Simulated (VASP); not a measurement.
Al, 1 atom in the cell. Symmetry: Fm-3m, No. 225, cubic system. The conventional cell has a = 3.992 Å, b = 3.992 Å, c = 3.992 Å, α = 90.00°, β = 90.00°, γ = 90.00°. Al (site symmetry m-3m) has 12 Al at 2.82 Å within 3.7 Å. 

* Program: VASP 6.6.1
* Task: single point
* Functional: r2SCAN
* Potentials or basis: VASP PAW PBE potentials, release 64 (Al)
* Cutoff: 520 eV
* k mesh: 34 × 34 × 34
* Occupations: gaussian, width 0.1 eV
* Spin: no spin polarisation
* Dipole correction: no
* Further INCAR settings: ALGO = Normal; EDIFF = 1e-06; NBANDS = 8

Potentials or basis: VASP PAW PBE potentials, release 64 (Al).

Command:

```bash
$ cat potpaw_PBE.64/Al/POTCAR > POTCAR
$ cp INCAR.step1 INCAR
$ mpirun -np 1 vasp_std > vasp.out
$ cp INCAR.step2 INCAR
$ mpirun -np 1 vasp_std > vasp.out
```

Hardware: 1 thread of Intel Xeon 8259CL, on a shared host.

**Question.** How long does it take, and how much memory?

**Answer.** Wall time 6.5 min on 1 thread of Intel Xeon 8259CL (shared host), peak memory 0.23 GiB. Counts: k points 1059.
